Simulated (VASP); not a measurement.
SiW: single point with PBEsol

The system is SiW.

```
CELL_PARAMETERS angstrom
0.00000 2.76045 2.76045
2.76045 0.00000 2.76045
2.76045 2.76045 0.00000
ATOMIC_POSITIONS crystal
W 0.00000 0.00000 0.00000
Si 0.25000 0.25000 0.25000
```

```json
{
 "Program": "VASP 6.6.1",
 "Task": "single point",
 "Functional": "PBEsol",
 "Potentials or basis": "VASP PAW PBE potentials, release 64 (W_sv, Si)",
 "Cutoff": "520 eV",
 "k mesh": "6 × 6 × 6",
 "Occupations": "gaussian, width 0.1 eV",
 "Spin": "no spin polarisation"
}
```

```json
{
 "Pressure": "0.5 GPa",
 "Band gap on the k mesh": "zero (band 9 reaches 6.26 eV, above the bottom of band 10 at 5.63 eV)"
}
```

Levels at points of the mesh, in eV from the Fermi level:
```
           k point  band 5  band 6  band 7  band 8  band 9  band 10  band 11  band 12  band 13  band 14
(0.00, 0.00, 0.00)   -9.60   -2.72   -2.72   -2.72   -0.08    -0.08     5.54     7.25     7.25     7.25
(0.50, 0.00, 0.00)   -7.66   -3.70   -2.34   -2.34    0.46     0.46     0.58     4.66     4.66     6.12
(0.50, 0.50, 0.00)   -6.82   -4.55   -1.16   -0.81   -0.81     0.41     1.00     1.97     1.97     8.56
```

Run time: 13 s on 1 thread of Intel(R) Xeon(R) Platinum 8259CL CPU @ 2.50GHz (Skylake/Cascade Lake), with other jobs on the host, peak memory 0.17 GiB.

Caveat: the PAW data sets were made with another functional, which shifts forces and pressure a little; spin-orbit coupling is left out, which moves the levels of the heavy elements.
